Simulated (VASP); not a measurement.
CuO, 4 atoms in the cell. The structure is tetragonal, space group P4_2/mmc (No. 131). The conventional cell has a = 3.422 Å, b = 3.422 Å, c = 4.260 Å, α = 90.00°, β = 90.00°, γ = 90.00°. Cu (site symmetry mmm) has 4 O at 2.02 Å within 2.7 Å. Within 2.7 Å of O (site symmetry -4m2) lie 4 Cu at 2.02 Å and 2 O at 2.13 Å. 

```yaml
Program: VASP 6.6.1
Task: single point
Functional: PBE
Potentials_or_basis: VASP PAW PBE potentials, release 64 (Cu, O)
Cutoff: 520 eV
k_mesh: 8 × 8 × 6
Occupations: fermi-dirac, width 0.05 eV
Spin: no spin polarisation
Hubbard_terms: Cu d U = 6.0 eV
Dipole_correction: no
Further_INCAR_settings: ALGO = Normal; EDIFF = 1e-06; NBANDS = 25
```

Potentials or basis: VASP PAW PBE potentials, release 64 (Cu, O).

Command:

```sh
$ cat potpaw_PBE.64/Cu/POTCAR potpaw_PBE.64/O/POTCAR > POTCAR
$ mpirun -np 1 vasp_std > vasp.out
```

Hardware: 1 thread of AMD EPYC 7R13, with other jobs on the host.

Question: How long does it take, and how much memory?

Answer: It took 100 s on 1 thread of AMD EPYC 7R13, on a shared host, peak memory 0.17 GiB. Counts: scf iterations 14, k points 60.
